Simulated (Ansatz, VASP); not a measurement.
# One calculation of AlN, two programs

```xyz
2
Lattice="0.0000 1.9690 1.9690 1.9690 0.0000 1.9690 1.9690 1.9690 0.0000" Properties=species:S:1:pos:R:3 pbc="T T T"
Al    0.0000    0.0000    0.0000
N     1.9690    1.9690    1.9690
```

Alike in both runs: task relaxation of cell and atoms; functional PBE; k mesh 8 × 8 × 8; occupations gaussian, width 0.1 eV; no spin polarisation.

```csv
,VASP,Ansatz
version,VASP 6.6.1,Ansatz 0.2.0
potentials or method,"VASP PAW PBE potentials, release 64 (Al, N), cutoff 600 eV","scalar-relativistic, plane waves, PAW"
valence electrons in the cell,8,8
```

Ansatz gave:

```
gap on the k mesh at the Fermi level, each at its own relaxed structure (eV) : 4.44
relaxed volume (Å³/atom)                                                     : 8.43
relaxed cell length with the largest relative difference (Å)                 : 2.878
```

Question: Which values does VASP return?

Answer: gap on the k mesh at the Fermi level, each at its own relaxed structure (eV): 4.41; relaxed volume (Å³/atom): 8.43; relaxed cell length with the largest relative difference (Å): 2.879.
